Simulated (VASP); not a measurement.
# AlCo3 (Pm-3m) in VASP: further runs

Runs on AlCo3. Level: r2SCAN. Tasks: single point.

All numbers are computed with VASP 6.6.1; they aren't measurements. Logs are shortened: lines on timing, memory, paths and dates and some standing lists are left out, and cuts for length are marked.

## Step 1: The cell of the first run

Symmetry: Pm-3m, No. 221, cubic system. Conventional cell: a = 3.575 Å, b = 3.575 Å, c = 3.575 Å, α = 90.00°, β = 90.00°, γ = 90.00°. Al (site symmetry m-3m) has 12 Co at 2.53 Å within 3.3 Å. Co (site symmetry 4/mmm) has 4 Al at 2.53 Å and 8 Co at 2.53 Å within 3.3 Å.

## Step 2: Single point, r2SCAN, collinear spin, ferromagnetic start

File POSCAR:

```
AlCo3
1.0
    3.5749480000      0.0000000000      0.0000000000
    0.0000000000      3.5749480000      0.0000000000
    0.0000000000      0.0000000000      3.5749480000
Al Co
1 3
Direct
    0.0000000000      0.0000000000      0.0000000000
    0.5000000000      0.5000000000      0.0000000000
    0.5000000000      0.0000000000      0.5000000000
    0.0000000000      0.5000000000      0.5000000000
```

File INCAR.step1:

```
ALGO = Normal
EDIFF = 1E-4
ENCUT = 520
GGA = PE
ISMEAR = 0
ISPIN = 2
LASPH = T
LCHARG = F
LMAXMIX = 4
LREAL = F
LWAVE = T
MAGMOM = 0 1.76 1.76 1.76
NBANDS = 27
NELM = 150
PREC = Accurate
SIGMA = 0.05
```

File INCAR.step2:

```
ALGO = Normal
EDIFF = 1E-6
ENCUT = 520
ISIF = 2
ISMEAR = 0
ISPIN = 2
ISTART = 1
LASPH = T
LCHARG = F
LMAXMIX = 4
LMIXTAU = T
LORBIT = 11
LREAL = F
LWAVE = F
MAGMOM = 0 1.76 1.76 1.76
METAGGA = R2SCAN
NBANDS = 27
NELM = 150
PREC = Accurate
SIGMA = 0.05
```

File KPOINTS:

```
k-points
0
Gamma
  12 12 12
```

Potentials or basis: VASP PAW PBE potentials, release 64 (Al, Co).

Command:

```console
$ cat potpaw_PBE.64/Al/POTCAR potpaw_PBE.64/Co/POTCAR > POTCAR
$ cp INCAR.step1 INCAR
$ mpirun -np 1 vasp_std > vasp.out
$ cp INCAR.step2 INCAR
$ mpirun -np 1 vasp_std > vasp.out
```

OUTCAR:

```text
EDIFF = 1E-6
   ENCUT = 520
   ISIF = 2
   ISMEAR = 0
   ISPIN = 2
   ISTART = 1
   LASPH = T
   LORBIT = 11
   LREAL = F
   METAGGA = R2SCAN
   NELM = 150
   PREC = Accurate

 ion  position               nearest neighbor table
   1  0.000  0.000  0.000-   2 2.53   3 2.53   4 2.53   3 2.53   4 2.53   2 2.53   4 2.53   4 2.53
                             2 2.53   3 2.53   3 2.53   2 2.53
   2  0.500  0.500  0.000-   1 2.53   3 2.53   4 2.53   3 2.53   4 2.53   1 2.53   3 2.53   3 2.53
                             1 2.53   4 2.53   4 2.53   1 2.53
   3  0.500  0.000  0.500-   1 2.53   2 2.53   4 2.53   1 2.53   2 2.53   2 2.53   4 2.53   2 2.53
                             1 2.53   4 2.53   1 2.53   4 2.53
   4  0.000  0.500  0.500-   1 2.53   2 2.53   3 2.53   1 2.53   2 2.53   1 2.53   3 2.53   1 2.53
                             2 2.53   3 2.53   2 2.53   3 2.53

  LATTYP: Found a simple cubic cell.
 ALAT       =     3.5749480000

  Lattice vectors:

 A1 = (   3.5749480000,   0.0000000000,   0.0000000000)
 A2 = (   0.0000000000,   3.5749480000,   0.0000000000)
 A3 = (   0.0000000000,   0.0000000000,   3.5749480000)

Analysis of symmetry for initial positions (statically):
=====================================================================
 Subroutine PRICEL returns:
 Original cell was already a primitive cell.

 Routine SETGRP: Setting up the symmetry group for a
 simple cubic supercell.

 Subroutine GETGRP returns: Found 48 space group operations
 (whereof 48 operations were pure point group operations)
 out of a pool of 48 trial point group operations.

The static configuration has the point symmetry O_h .

Analysis of symmetry for dynamics (positions and initial velocities):
=====================================================================
 Subroutine PRICEL returns:
 Original cell was already a primitive cell.

 Routine SETGRP: Setting up the symmetry group for a
 simple cubic supercell.

 Subroutine GETGRP returns: Found 48 space group operations
 (whereof 48 operations were pure point group operations)
 out of a pool of 48 trial point group operations.

The dynamic configuration has the point symmetry O_h .

Analysis of structural, dynamic, and magnetic symmetry:
=====================================================================
 Subroutine PRICEL returns:
 Original cell was already a primitive cell.

 Routine SETGRP: Setting up the symmetry group for a
 simple cubic supercell.

 Subroutine GETGRP returns: Found 48 space group operations
[... 135 lines left out ...]
   IVDW    =     0    specifies the selected vdW correction
   LEPSILON=     F    determine dielectric tensor
   LRPA    =     F    only Hartree local field effects (RPA)
 spin polarized calculation
 Gauss-broadening in eV      SIGMA  =   0.05
  energy-cutoff  :      520.00
  volume of cell :       45.69
 maximum number of plane-waves:      1253
 NGX is ok and might be reduce to    28
   NGX = 13   NGY = 13   NGZ = 13

 number of electron      30.0000030 magnetization       4.4900919

 Free energy of the ion-electron system (eV)
  ---------------------------------------------------
  ext. energy  EPLUGINS =         0.00000000
  ---------------------------------------------------
  free energy    TOTEN  =       -47.14938884 eV

  energy without entropy =      -47.14624007  energy(sigma->0) =      -47.14781445

 E-fermi :  10.4197     XC(G=0): -13.8026

 val. band max:       10.4070979661   @ k =   0.3333   0.3333   0.2500
 cond. band min:      10.4258457157   @ k =   0.5000   0.4167   0.1667
 fundamental gap:      0.0187477496
 Fermi energy:        10.4197138902

 spin component 1

 k-point     1 :       0.0000    0.0000    0.0000
  band No.  band energies     occupation
      1      -0.4266      1.00000
      2       4.1891      1.00000
      3       5.2991      1.00000
      4       5.2992      1.00000
      5       5.9728      1.00000
      6       5.9728      1.00000
[... 709 lines left out ...]
     26      23.2234      0.00000
     27      23.8598      0.00000

 [... further k-points ...]

 spin component 2

 k-point     1 :       0.0000    0.0000    0.0000
  band No.  band energies     occupation
      1      -0.6504      1.00000
      2       6.3441      1.00000
      3       6.9556      1.00000
      4       6.9563      1.00000
      5       6.9564      1.00000
      6       7.2722      1.00000
[... 709 lines left out ...]
     26      23.7547      0.00000
     27      24.0215      0.00000

 [... further k-points ...]

------------------------ aborting loop because EDIFF is reached ----------------------------------------

  FORCE on cell =-STRESS in cart. coord.  units (eV):
  Direction    XX          YY          ZZ          XY          YZ          ZX
  --------------------------------------------------------------------------------------
  -------------------------------------------------------------------------------------
  Total        0.3659828      0.3659828      0.3659828      0.0000000      0.0000000      0.0000000
  in kB       12.8340013     12.8340013     12.8340013      0.0000000      0.0000000      0.0000000
  external PRESSURE =      12.8340013 kB  Pullay stress =       0.0000000 kB

 VOLUME and BASIS-vectors are now :
 -----------------------------------------------------------------------------
  energy-cutoff  :      520.00
  volume of cell :       45.69
      direct lattice vectors                 reciprocal lattice vectors
     3.574948000  0.000000000  0.000000000     0.279724348  0.000000000  0.000000000
     0.000000000  3.574948000  0.000000000     0.000000000  0.279724348  0.000000000
     0.000000000  0.000000000  3.574948000     0.000000000  0.000000000  0.279724348

 POSITION                                       TOTAL-FORCE (eV/Angst)
 -----------------------------------------------------------------------------------
      0.00000      0.00000      0.00000         0.000000      0.000000      0.000000
      1.78747      1.78747      0.00000         0.000000      0.000000      0.000000
      1.78747      0.00000      1.78747         0.000000      0.000000      0.000000
      0.00000      1.78747      1.78747         0.000000      0.000000      0.000000
 -----------------------------------------------------------------------------------
    total drift:                                0.000000      0.000000      0.000000

  FREE ENERGIE OF THE ION-ELECTRON SYSTEM (eV)
  ---------------------------------------------------
  free  energy   TOTEN  =       -47.1493888370 eV

  energy  without entropy=      -47.1462400725  energy(sigma->0) =      -47.14781445

 total charge

# of ion       s       p       d       tot
------------------------------------------
    1        0.411   0.434   0.000   0.845
    2        0.485   0.558   7.274   8.317
    3        0.485   0.558   7.274   8.317
    4        0.485   0.558   7.274   8.317
--------------------------------------------------
tot          1.865   2.109  21.823  25.798

 magnetization (x)

# of ion       s       p       d       tot
------------------------------------------
    1       -0.001  -0.036   0.000  -0.038
    2        0.013  -0.008   1.566   1.572
    3        0.013  -0.008   1.566   1.572
    4        0.013  -0.008   1.566   1.572
--------------------------------------------------
tot          0.038  -0.060   4.699   4.677
```

Run time: 11 min. Hardware: 1 thread of Intel Xeon Platinum 8259CL at 2.50GHz (Skylake/Cascade Lake), shared host; peak memory 0.28 GiB.

What came out:

```
Free energy                                           : -47.1494 eV
Pressure                                              : 1.3 GPa
Net moment                                            : 4.49 μB per cell
Site moments                                          : Al -0.04; Co +1.57 μB
Valence electrons inside the program's atomic spheres : Al 0.84; Co 8.32
```

Levels at points of the mesh, in eV from the Fermi level:
Spin up:
| k point | band 14 | band 15 | band 16 | band 17 | band 18 | band 19 | band 20 | band 21 |
| --- | --- | --- | --- | --- | --- | --- | --- | --- |
| (0.00, 0.00, 0.00) | -0.90 | -0.90 | -0.90 | 0.32 | 0.32 | 0.32 | 6.23 | 6.23 |
| (0.50, 0.00, 0.00) | -2.31 | -2.11 | -2.11 | -0.90 | 5.22 | 5.22 | 5.23 | 5.23 |
| (0.50, 0.50, 0.00) | -2.65 | -1.91 | -1.76 | -1.24 | -0.06 | -0.06 | 7.93 | 7.93 |
| (0.50, 0.50, 0.50) | -1.88 | -1.88 | -1.31 | -1.31 | -1.31 | -0.89 | 3.19 | 3.74 |
Spin down:
| k point | band 10 | band 11 | band 12 | band 13 | band 14 | band 15 | band 16 | band 17 |
| --- | --- | --- | --- | --- | --- | --- | --- | --- |
| (0.00, 0.00, 0.00) | -1.09 | 0.31 | 0.31 | 0.31 | 0.52 | 0.52 | 0.52 | 1.47 |
| (0.50, 0.00, 0.00) | -1.62 | -0.89 | -0.89 | -0.19 | 0.50 | 0.52 | 0.77 | 1.55 |
| (0.50, 0.50, 0.00) | -1.88 | -0.58 | -0.57 | -0.43 | 0.20 | 0.34 | 0.45 | 0.45 |
| (0.50, 0.50, 0.50) | -1.30 | -1.08 | -0.72 | -0.72 | 0.43 | 0.43 | 0.43 | 1.17 |

Caveat: the PAW data sets were made with another functional, which shifts forces and pressure a little.

## Step 3: Single point, r2SCAN, collinear spin, ferromagnetic start

POSCAR is that of step 2.

File INCAR.step1:

```
  ALGO = Normal
  EDIFF = 1E-4
  ENCUT = 520
  GGA = PE
  ISMEAR = 0
  ISPIN = 2
  LASPH = True
  LCHARG = False
  LMAXMIX = 4
  LREAL = False
  LWAVE = True
  MAGMOM = 0 1.76 1.76 1.76
  NBANDS = 27
  NELM = 150
  PREC = Accurate
  SIGMA = 0.3
```

File INCAR.step2:

```
  ALGO = Normal
  EDIFF = 1E-6
  ENCUT = 520
  ISIF = 2
  ISMEAR = 0
  ISPIN = 2
  ISTART = 1
  LASPH = True
  LCHARG = False
  LMAXMIX = 4
  LMIXTAU = True
  LORBIT = 11
  LREAL = False
  LWAVE = False
  MAGMOM = 0 1.76 1.76 1.76
  METAGGA = R2SCAN
  NBANDS = 27
  NELM = 150
  PREC = Accurate
  SIGMA = 0.3
```

KPOINTS is that of step 2.

Potentials or basis: VASP PAW PBE potentials, release 64 (Al, Co).

Command:

```console
$ cat potpaw_PBE.64/Al/POTCAR potpaw_PBE.64/Co/POTCAR > POTCAR
$ cp INCAR.step1 INCAR
$ mpirun -np 1 vasp_std > vasp.out
$ cp INCAR.step2 INCAR
$ mpirun -np 1 vasp_std > vasp.out
```

Wall time 12 min (1 thread of Intel Xeon Platinum 8259CL at 2.50GHz (Skylake/Cascade Lake), shared host); peak memory 0.29 GiB.

The run converged. Its results:

```yaml
Free_energy: -47.1991 eV
Pressure: 1.2 GPa
Net_moment: 4.49 μB per cell
Site_moments: Al -0.04; Co +1.57 μB
Valence_electrons_inside_the_program's_atomic_spheres: Al 0.84; Co 8.32
```

Levels at points of the mesh, in eV from the Fermi level:
Spin up:
```
           k point  band 14  band 15  band 16  band 17  band 18  band 19  band 20  band 21
(0.00, 0.00, 0.00)    -0.90    -0.90    -0.90     0.35     0.35     0.35     6.26     6.26
(0.50, 0.00, 0.00)    -2.28    -2.10    -2.10    -0.90     5.25     5.25     5.26     5.26
(0.50, 0.50, 0.00)    -2.62    -1.90    -1.74    -1.22    -0.04    -0.04     7.96     7.96
(0.50, 0.50, 0.50)    -1.85    -1.85    -1.29    -1.29    -1.29    -0.87     3.22     3.76
```
Spin down:
```tsv
k point	band 11	band 12	band 13	band 14	band 15	band 16
(0.00, 0.00, 0.00)	0.33	0.33	0.33	0.57	0.57	0.57
(0.50, 0.00, 0.00)	-0.85	-0.85	-0.19	0.49	0.57	0.78
(0.50, 0.50, 0.00)	-0.55	-0.53	-0.40	0.20	0.35	0.45
(0.50, 0.50, 0.50)	-1.05	-0.68	-0.68	0.42	0.42	0.42
```

Caveat: the PAW data sets were made with another functional, which shifts forces and pressure a little.

## Step 4: Single point, r2SCAN, collinear spin, ferromagnetic start

POSCAR is that of step 3.

File INCAR.step1:

```
SYSTEM = AlCo3
PREC = Accurate ; ENCUT = 520
ISMEAR = 0 ; SIGMA = 0.1
LREAL = .False. ; LASPH = .True.
NELM = 150 ; ISPIN = 2
MAGMOM = 0 1.76 1.76 1.76 ; LMAXMIX = 4
NBANDS = 27 ; GGA = PE
ALGO = Normal ; EDIFF = 1E-4
LWAVE = .True. ; LCHARG = .False.
```

File INCAR.step2:

```
SYSTEM = AlCo3
PREC = Accurate ; ENCUT = 520
EDIFF = 1E-6 ; ISMEAR = 0
SIGMA = 0.1 ; LREAL = .False.
LASPH = .True. ; NELM = 150
ALGO = Normal ; ISIF = 2
LWAVE = .False. ; LCHARG = .True.
ISPIN = 2 ; MAGMOM = 0 1.76 1.76 1.76
LORBIT = 11 ; LMAXMIX = 4
METAGGA = R2SCAN ; LMIXTAU = .True.
LELF = .True. ; LVHAR = .True.
NBANDS = 27 ; ISTART = 1
```

File KPOINTS:

```
Automatic mesh
0
Gamma
  12 12 12
  0 0 0
```

Command:

```console
$ cat potpaw_PBE.64/Al/POTCAR potpaw_PBE.64/Co/POTCAR > POTCAR
$ cp INCAR.step1 INCAR
$ mpirun -np 1 vasp_std > vasp.out
$ cp INCAR.step2 INCAR
$ mpirun -np 1 vasp_std > vasp.out
```

Run time: 19 min. Hardware: 1 thread of Intel Xeon 8259CL, shared host; peak memory 0.29 GiB.

The run converged. Its results:

| Property | Result |
| --- | --- |
| Free energy | -47.1539 eV |
| Pressure | 1.3 GPa |
| Net moment | 4.50 μB per cell |
| Site moments | Al -0.04; Co +1.57 μB |
| Valence electrons inside the program's atomic spheres | Al 0.84; Co 8.32 |

Levels at points of the mesh, in eV from the Fermi level:
Spin up:
```
           k point  band 14  band 15  band 16  band 17  band 18  band 19  band 20  band 21
(0.00, 0.00, 0.00)    -0.91    -0.91    -0.91     0.32     0.32     0.32     6.23     6.23
(0.50, 0.00, 0.00)    -2.31    -2.11    -2.11    -0.91     5.22     5.22     5.23     5.23
(0.50, 0.50, 0.00)    -2.65    -1.91    -1.77    -1.24    -0.06    -0.06     7.93     7.93
(0.50, 0.50, 0.50)    -1.88    -1.88    -1.31    -1.31    -1.31    -0.89     3.19     3.74
```
Spin down:
```
           k point  band 9  band 10  band 11  band 12  band 13  band 14  band 15  band 16  band 17  band 18
(0.00, 0.00, 0.00)   -1.09    -1.09     0.31     0.31     0.31     0.53     0.53     0.53     1.46     1.47
(0.50, 0.00, 0.00)   -1.76    -1.62    -0.89    -0.89    -0.19     0.49     0.53     0.77     1.55     5.61
(0.50, 0.50, 0.00)   -1.88    -1.88    -0.58    -0.57    -0.43     0.19     0.34     0.45     0.45     2.11
(0.50, 0.50, 0.50)   -1.30    -1.30    -1.08    -0.72    -0.72     0.42     0.42     0.42     1.17     1.17
```

Caveat: the PAW data sets were made with another functional, which shifts forces and pressure a little.

## Step 5: Single point, r2SCAN, collinear spin, ferromagnetic start

POSCAR is that of step 4.

File INCAR.step1:

```
PREC = Accurate ; ENCUT = 520
ISMEAR = 0 ; SIGMA = 0.1
LREAL = False ; LASPH = True
NELM = 150 ; ISPIN = 2
MAGMOM = 0 1.76 1.76 1.76 ; LMAXMIX = 4
NBANDS = 27 ; GGA = PE
ALGO = Normal ; EDIFF = 1E-4
LWAVE = True ; LCHARG = False
```

File INCAR.step2:

```
PREC = Accurate ; ENCUT = 520
EDIFF = 1E-6 ; ISMEAR = 0
SIGMA = 0.1 ; LREAL = False
LASPH = True ; NELM = 150
ALGO = Normal ; ISIF = 2
LWAVE = False ; LCHARG = True
ISPIN = 2 ; MAGMOM = 0 1.76 1.76 1.76
LORBIT = 11 ; LMAXMIX = 4
METAGGA = R2SCAN ; LMIXTAU = True
LELF = True ; LVHAR = True
NBANDS = 27 ; ISTART = 1
```

File KPOINTS:

```
regular mesh
0
Gamma
  12 12 12
```

Command:

```console
$ cat potpaw_PBE.64/Al/POTCAR potpaw_PBE.64/Co/POTCAR > POTCAR
$ cp INCAR.step1 INCAR
$ mpirun -np 1 vasp_std > vasp.out
$ cp INCAR.step2 INCAR
$ mpirun -np 1 vasp_std > vasp.out
```

It took 20 min on 1 thread of Intel Xeon 8259CL, shared host; peak memory 0.29 GiB.

Results (log left out):

```
Free energy                                           : -47.1539 eV
Pressure                                              : 1.3 GPa
Net moment                                            : 4.50 μB per cell
Site moments                                          : Al -0.04; Co +1.57 μB
Valence electrons inside the program's atomic spheres : Al 0.84; Co 8.32
```

Levels at points of the mesh, in eV from the Fermi level:
Spin up:
```csv
k point,band 15,band 16,band 17,band 18,band 19,band 20
"(0.00, 0.00, 0.00)",-0.91,-0.91,0.32,0.32,0.32,6.23
"(0.50, 0.00, 0.00)",-2.11,-2.11,-0.91,5.22,5.22,5.23
"(0.50, 0.50, 0.00)",-1.91,-1.77,-1.24,-0.06,-0.06,7.93
"(0.50, 0.50, 0.50)",-1.88,-1.31,-1.31,-1.31,-0.89,3.19
```
Spin down:
```tsv
k point	band 10	band 11	band 12	band 13	band 14	band 15	band 16	band 17
(0.00, 0.00, 0.00)	-1.09	0.31	0.31	0.31	0.53	0.53	0.53	1.46
(0.50, 0.00, 0.00)	-1.62	-0.89	-0.89	-0.19	0.49	0.53	0.77	1.55
(0.50, 0.50, 0.00)	-1.88	-0.58	-0.57	-0.43	0.19	0.34	0.45	0.45
(0.50, 0.50, 0.50)	-1.30	-1.08	-0.72	-0.72	0.42	0.42	0.42	1.17
```

Caveat: the PAW data sets were made with another functional, which shifts forces and pressure a little.

## Step 6: The runs side by side

| smearing | gap on the mesh (eV) | pressure (GPa) | moment (μB) |
| --- | --- | --- | --- |
| gaussian 0.05 eV | none | 1.3 | 4.49 |
| gaussian 0.3 eV | none | 1.2 | 4.49 |
| gaussian 0.1 eV | none | 1.3 | 4.50 |

Alike in all rows: task single point; level r2SCAN; potentials or basis VASP PAW PBE potentials, release 64 (Al, Co); spin collinear, ferromagnetic start; cell as given; k mesh 12 × 12 × 12; cutoff (eV) 520.

Every run on the cell as given and a fine mesh finds a metal.

Caveats: the PAW data sets were made with another functional, which shifts forces and pressure a little.

Absolute energies hang on the potentials; compare differences alone.
